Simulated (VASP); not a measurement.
# TaN (R-3m) in VASP: notebook

TaN is run at these levels: r2SCAN; tasks: single point.

All numbers are computed with VASP 6.6.1; they aren't measurements. Logs are shortened: lines on timing, memory, paths and dates and some standing lists are left out, and cuts for length are marked.

## (1) The cell of the first run

Symmetry: R-3m, No. 166, trigonal system. Conventional cell: a = 2.446 Å, b = 2.446 Å, c = 11.982 Å, α = 90.00°, β = 90.00°, γ = 120.00°. Within 3.2 Å of Ta (site symmetry -3m) lie 6 N at 2.45 Å and 6 Ta at 2.45 Å. Within 3.2 Å of N (site symmetry -3m) lie 6 Ta at 2.45 Å and 6 N at 2.45 Å.

## (2) Single point, r2SCAN

POSCAR

```
TaN
1.0
    1.1529822974      2.8824557435      2.8824557435
    2.8824557435      1.1529822974      2.8824557435
    2.8824557435      2.8824557435      1.1529822974
Ta N
1 1
Direct
    0.5000000000      0.5000000000      0.5000000000
    0.0000000000      0.0000000000      0.0000000000
```

INCAR.step1

```
ALGO = Normal
EDIFF = 1E-4
ENCUT = 520
GGA = PE
ISMEAR = 0
LASPH = True
LCHARG = False
LREAL = False
LWAVE = True
NBANDS = 15
NELM = 60
PREC = Accurate
SIGMA = 0.15
```

INCAR.step2

```
ALGO = Normal
EDIFF = 1E-7
ENCUT = 520
ISIF = 2
ISMEAR = 0
ISTART = 1
LASPH = True
LCHARG = False
LMIXTAU = True
LREAL = False
LWAVE = False
METAGGA = R2SCAN
NBANDS = 15
NELM = 60
PREC = Accurate
SIGMA = 0.15
```

KPOINTS

```
k-points
0
Gamma
  20 20 20
```

Potentials or basis: VASP PAW PBE potentials, release 64 (Ta_pv, N).

Started as:

```console
> cat potpaw_PBE.64/Ta_pv/POTCAR potpaw_PBE.64/N/POTCAR > POTCAR
> cp INCAR.step1 INCAR
> mpirun -np 1 vasp_std > vasp.out
> cp INCAR.step2 INCAR
> mpirun -np 1 vasp_std > vasp.out
```

OUTCAR:

```text
EDIFF = 1E-7
   ENCUT = 520
   ISIF = 2
   ISMEAR = 0
   ISTART = 1
   LASPH = True
   LREAL = False
   METAGGA = R2SCAN
   NELM = 60
   PREC = Accurate

 ion  position               nearest neighbor table
   1  0.500  0.500  0.500-   2 2.45   2 2.45   2 2.45   2 2.45   2 2.45   2 2.45
   2  0.000  0.000  0.000-   1 2.45   1 2.45   1 2.45   1 2.45   1 2.45   1 2.45

  LATTYP: Found a trigonal (rhomboedric) cell.
 ALAT       =     4.2363274666
 COS(alpha) =     0.8333333333

  Lattice vectors:

 A1 = (   1.1529822974,   2.8824557435,   2.8824557435)
 A2 = (   2.8824557435,   1.1529822974,   2.8824557435)
 A3 = (   2.8824557435,   2.8824557435,   1.1529822974)

Analysis of symmetry for initial positions (statically):
=====================================================================
 Subroutine PRICEL returns:
 Original cell was already a primitive cell.

 Routine SETGRP: Setting up the symmetry group for a
 trigonal (rhombohedral) supercell.

 Subroutine GETGRP returns: Found 12 space group operations
 (whereof 12 operations were pure point group operations)
 out of a pool of 12 trial point group operations.

The static configuration has the point symmetry D_3d.

Analysis of symmetry for dynamics (positions and initial velocities):
=====================================================================
 Subroutine PRICEL returns:
 Original cell was already a primitive cell.

 Routine SETGRP: Setting up the symmetry group for a
 trigonal (rhombohedral) supercell.

 Subroutine GETGRP returns: Found 12 space group operations
 (whereof 12 operations were pure point group operations)
 out of a pool of 12 trial point group operations.

The dynamic configuration has the point symmetry D_3d.

 Subroutine INISYM returns: Found 12 space group operations
 (whereof 12 operations are pure point group operations),
 and found     1 'primitive' translations

----------------------------------------------------------------------------------------

                                     Primitive cell

  volume of cell :      20.6920

  direct lattice vectors                    reciprocal lattice vectors
     1.152982297  2.882455744  2.882455744    -0.337289557  0.240921112  0.240921112
     2.882455744  1.152982297  2.882455744     0.240921112 -0.337289557  0.240921112
     2.882455744  2.882455744  1.152982297     0.240921112  0.240921112 -0.337289557

  length of vectors
     4.236327467  4.236327467  4.236327467     0.479426961  0.479426961  0.479426961

  position of ions in fractional coordinates (direct lattice)
     0.500000000  0.500000000  0.500000000
     0.000000000  0.000000000  0.000000000

  ion indices of the primitive-cell ions
   primitive index   ion index
                 1           1
                 2           2

----------------------------------------------------------------------------------------

 KPOINTS: k-points

Automatic generation of k-mesh.
 Grid dimensions read from file:
 generate k-points for:   20   20   20

 Generating k-lattice:

  Cartesian coordinates                     Fractional coordinates (reciprocal lattice)
    -0.016864478  0.012046056  0.012046056     0.050000000  0.000000000 -0.000000000
     0.012046056 -0.016864478  0.012046056     0.000000000  0.050000000 -0.000000000
     0.012046056  0.012046056 -0.016864478     0.000000000  0.000000000  0.050000000

  Length of vectors
     0.023971348  0.023971348  0.023971348

  Shift w.r.t. Gamma in fractional coordinates (k-lattice)
     0.000000000  0.000000000  0.000000000

 Subroutine IBZKPT returns following result:
 ===========================================

 Found    781 irreducible k-points:

 Following reciprocal coordinates:
            Coordinates               Weight
  0.000000  0.000000  0.000000      1.000000
  0.050000 -0.000000 -0.000000      6.000000
  0.100000 -0.000000 -0.000000      6.000000
  0.150000  0.000000  0.000000      6.000000
  0.200000 -0.000000 -0.000000      6.000000
  0.250000 -0.000000 -0.000000      6.000000
[... 16 lines left out ...]
 -0.400000  0.050000  0.000000     12.000000
 -0.350000  0.050000 -0.000000     12.000000
 [... further k-points ...]
   k-points           NKPTS =    781   k-points in BZ     NKDIM =    781   number of bands    NBANDS=     15
   number of dos      NEDOS =    301   number of ions     NIONS =      2
   total plane-waves  NPLWV =  32768
   dimension x,y,z NGX =    32 NGY =   32 NGZ =   32
   dimension x,y,z NGXF=    64 NGYF=   64 NGZF=   64
   ions per type =               1   1
   NGX,Y,Z   is equivalent  to a cutoff of  12.56, 12.56, 12.56 a.u.
   NGXF,Y,Z  is equivalent  to a cutoff of  25.12, 25.12, 25.12 a.u.
 SYSTEM =  unknown system
   PREC   = accura    normal or accurate (medium, high low for compatibility)
   ISTART =      1    job   : 0-new  1-cont  2-samecut
   ICHARG =      0    charge: 1-file 2-atom 10-const
   ISPIN  =      1    spin polarized calculation?
   LNONCOLLINEAR =      F non collinear calculations
   LSORBIT =      F    spin-orbit coupling
   LASPH  =      T    aspherical Exc in radial PAW
   ENCUT  =  520.0 eV  38.22 Ry    6.18 a.u.   7.88  7.88  7.88*2*pi/ulx,y,z
   NELM   =     60;   NELMIN=  2; NELMDL=  0     # of ELM steps
   EDIFF  = 0.1E-06   stopping-criterion for ELM
   LREAL  =      F    real-space projection
   EDIFFG = 0.1E-05   stopping-criterion for IOM
   NSW    =      0    number of steps for IOM
   IBRION =     -1    ionic relax: 0-MD 1-quasi-New 2-CG
   NFREE  =      0    steps in history (QN), initial steepest desc. (CG)
   ISIF   =      2    stress and relaxation
   ISYM   =      2    0-nonsym 1-usesym 2-fastsym
   POTIM  = 0.5000    time-step for ionic-motion
   TEBEG  =    0.0;   TEEND  =   0.0 temperature during run
   PSTRESS=    0.0 pullay stress
   NELECT =      16.0000    total number of electrons
   NUPDOWN=      -1.0000    fix difference up-down
   EMIN   =  10.00;   EMAX   =-10.00  energy-range for DOS
   EFERMI =   0.00;   METHOD = LEGACY
   ISMEAR =     0;   SIGMA  =   0.15  broadening in eV -4-tet -1-fermi 0-gaus
   EFERMI_NEDOS =   21; number of points for ismear=-14 and -15
   IALGO  =     38    algorithm
   IMIX   =      4    mixing-type and parameters
     AMIX     =   0.40;   BMIX     =  1.00
     AMIX_MAG =   1.60;   BMIX_MAG =  1.00
  volume/ion in A,a.u.               =      10.35        69.82
  Fermi-wavevector in a.u.,A,eV,Ry     =   1.502615  2.839530 30.719922  2.257851
  Thomas-Fermi vector in A             =   2.613832
   LORBIT       =      0    0 simple, 1 ext, 2 COOP (PROOUT), +10 PAW based schemes
   METAGGA = R2SCAN    functional components
   LHFCALC =     F    Hartree Fock is set to
   AEXX    =    0.0000 exact exchange contribution
   IVDW    =     0    specifies the selected vdW correction
   LEPSILON=     F    determine dielectric tensor
   LRPA    =     F    only Hartree local field effects (RPA)
 non-spin polarized calculation
 Gauss-broadening in eV      SIGMA  =   0.15
  energy-cutoff  :      520.00
  volume of cell :       20.69
 maximum number of plane-waves:       578
   NGX = 15   NGY = 15   NGZ = 15

 number of electron      15.9999999 magnetization

 Free energy of the ion-electron system (eV)
  ---------------------------------------------------
  ext. energy  EPLUGINS =         0.00000000
  ---------------------------------------------------
  free energy    TOTEN  =       -53.56984546 eV

  energy without entropy =      -53.55568024  energy(sigma->0) =      -53.56276285

 E-fermi :   7.8231     XC(G=0): -14.5940

 val. band max:        7.8207700397   @ k =   0.5000   0.4500   0.4000
 cond. band min:       7.8306139704   @ k =  -0.2500  -0.2500   0.1500
 fundamental gap:      0.0098439308
 Fermi energy:         7.8230642229

 k-point     1 :       0.0000    0.0000    0.0000
  band No.  band energies     occupation
      1     -28.4756      2.00000
      2     -26.1085      2.00000
      3     -26.1085      2.00000
      4     -10.2296      2.00000
      5       0.9786      2.00000
      6       2.8822      2.00000
      7       7.8939      0.50407
      8       7.8939      0.50404
      9       9.7608      0.00000
     10       9.7608      0.00000
     11      12.7390      0.00000
     12      14.4517      0.00000
     13      14.4517      0.00000
     14      19.9200      0.00000
     15      21.3484      0.00000

 k-point     2 :       0.0500   -0.0000   -0.0000
  band No.  band energies     occupation
      1     -28.4569      2.00000
      2     -26.2425      2.00000
      3     -26.1357      2.00000
      4     -10.1556      2.00000
      5       1.1937      2.00000
      6       2.8463      2.00000
      7       7.6934      1.77835
      8       8.0735      0.01821
      9       9.4667      0.00000
     10       9.6727      0.00000
     11      12.8834      0.00000
     12      14.2608      0.00000
     13      14.4579      0.00000
     14      19.9201      0.00000
     15      21.6575      0.00000

 k-point     3 :       0.1000   -0.0000   -0.0000
  band No.  band energies     occupation
      1     -28.4023      2.00000
      2     -26.6211      2.00000
      3     -26.2140      2.00000
      4      -9.9390      2.00000
      5       1.7512      2.00000
      6       2.7787      2.00000
      7       7.1815      2.00000
      8       8.6059      0.00000
      9       8.7230      0.00000
     10       9.4283      0.00000
     11      13.2227      0.00000
     12      13.8080      0.00000
     13      14.4672      0.00000
     14      19.9200      0.00000
     15      22.3456      0.00000

 k-point     4 :       0.1500    0.0000    0.0000
  band No.  band energies     occupation
      1     -28.3163      2.00000
      2     -27.1830      2.00000
      3     -26.3339      2.00000
      4      -9.5929      2.00000
      5       2.1128      2.00000
      6       3.0329      2.00000
      7       6.5712      2.00000
      8       7.8104      1.09536
      9       9.0707      0.00000
     10       9.4773      0.00000
     11      13.2381      0.00000
     12      13.6907      0.00000
     13      14.4604      0.00000
     14      19.9199      0.00000
     15      22.9028      0.00000
[... 307 lines left out ...]
 k-point    22 :      -0.4500    0.0500    0.0000
  band No.  band energies     occupation
      1     -30.4935      2.00000
      2     -27.6593      2.00000
      3     -27.2099      2.00000
      4      -6.0553      2.00000
      5      -0.0057      2.00000
      6       0.1137      2.00000
      7       3.0811      2.00000
      8       6.9196      2.00000
      9      11.8031      0.00000
     10      13.6451      0.00000
     11      14.9813      0.00000
     12      15.5993      0.00000
     13      19.0254      0.00000
     14      19.9176      0.00000
     15      21.4411      0.00000

 k-point    23 :      -0.4000    0.0500    0.0000
  band No.  band energies     occupation
      1     -30.3171      2.00000
      2     -27.7003      2.00000
      3     -27.1614      2.00000
      4      -6.4094      2.00000
      5       0.2443      2.00000
      6       0.4801      2.00000
      7       3.2275      2.00000
      8       7.0475      2.00000
      9      11.8508      0.00000
     10      13.4869      0.00000
     11      14.1111      0.00000
     12      15.6544      0.00000
     13      18.3903      0.00000
     14      19.9175      0.00000
     15      20.9112      0.00000

 k-point    24 :      -0.3500    0.0500   -0.0000
  band No.  band energies     occupation
      1     -29.9750      2.00000
      2     -27.7783      2.00000
      3     -27.0680      2.00000
      4      -6.9758      2.00000
      5       0.5436      2.00000
      6       1.2518      2.00000
      7       3.5279      2.00000
      8       7.2796      2.00000
      9      11.8027      0.00000
     10      12.3398      0.00000
     11      13.8663      0.00000
     12      15.3789      0.00000
     13      17.0858      0.00000
     14      19.9181      0.00000
     15      20.8760      0.00000

 [... further k-points ...]

------------------------ aborting loop because EDIFF is reached ----------------------------------------

  FORCE on cell =-STRESS in cart. coord.  units (eV):
  Direction    XX          YY          ZZ          XY          YZ          ZX
  --------------------------------------------------------------------------------------
  -------------------------------------------------------------------------------------
  Total        7.2601421      7.2601421      7.2601421     -9.2394652     -9.2394652     -9.2394652
  in kB      562.1523340    562.1523340    562.1523340   -715.4111886   -715.4111886   -715.4111886
  external PRESSURE =     562.1523340 kB  Pullay stress =       0.0000000 kB

 VOLUME and BASIS-vectors are now :
 -----------------------------------------------------------------------------
  energy-cutoff  :      520.00
  volume of cell :       20.69
      direct lattice vectors                 reciprocal lattice vectors
     1.152982297  2.882455744  2.882455744    -0.337289557  0.240921112  0.240921112
     2.882455744  1.152982297  2.882455744     0.240921112 -0.337289557  0.240921112
     2.882455744  2.882455744  1.152982297     0.240921112  0.240921112 -0.337289557

 POSITION                                       TOTAL-FORCE (eV/Angst)
 -----------------------------------------------------------------------------------
      3.45895      3.45895      3.45895         0.000000      0.000000     -0.000000
      0.00000      0.00000      0.00000        -0.000000     -0.000000      0.000000
 -----------------------------------------------------------------------------------
    total drift:                                0.000000      0.000000      0.000000

  FREE ENERGIE OF THE ION-ELECTRON SYSTEM (eV)
  ---------------------------------------------------
  free  energy   TOTEN  =       -53.5698454631 eV

  energy  without entropy=      -53.5556802373  energy(sigma->0) =      -53.56276285
```

Run time: 30 min. Hardware: 1 thread of Intel Xeon 8259CL, shared host; peak memory 0.4 GiB.

What came out:

```yaml
Free_energy: -53.5698 eV
Pressure: 56.2 GPa
Band_gap_on_the_k_mesh: zero (bands 8 and 9 overlap by 1.78 eV)
```

Stress tensor (GPa, compression positive):
```
 56.22 -71.54 -71.54
-71.54  56.22 -71.54
-71.54 -71.54  56.22
```

Levels at points of the mesh, in eV from the Fermi level:
| k point | band 4 | band 5 | band 6 | band 7 | band 8 | band 9 | band 10 | band 11 | band 12 | band 13 |
| --- | --- | --- | --- | --- | --- | --- | --- | --- | --- | --- |
| (0.00, 0.00, 0.00) | -18.05 | -6.84 | -4.94 | 0.07 | 0.07 | 1.94 | 1.94 | 4.92 | 6.63 | 6.63 |
| (0.50, 0.00, 0.00) | -13.83 | -7.99 | -7.87 | -4.87 | -0.73 | 3.98 | 6.23 | 7.62 | 7.83 | 11.30 |
| (0.50, 0.50, 0.00) | -14.70 | -6.76 | -5.87 | -3.01 | -1.98 | 0.29 | 3.47 | 4.20 | 10.76 | 11.29 |
| (0.50, 0.50, 0.50) | -16.94 | -9.32 | -4.70 | -0.40 | -0.40 | 2.35 | 2.35 | 7.28 | 7.28 | 9.41 |

Caveat: the cell stands under pressure; the PAW data sets were made with another functional, which shifts forces and pressure a little; spin-orbit coupling is left out, which moves the levels of the heavy elements.

(Part 1 of 2 ends here.)
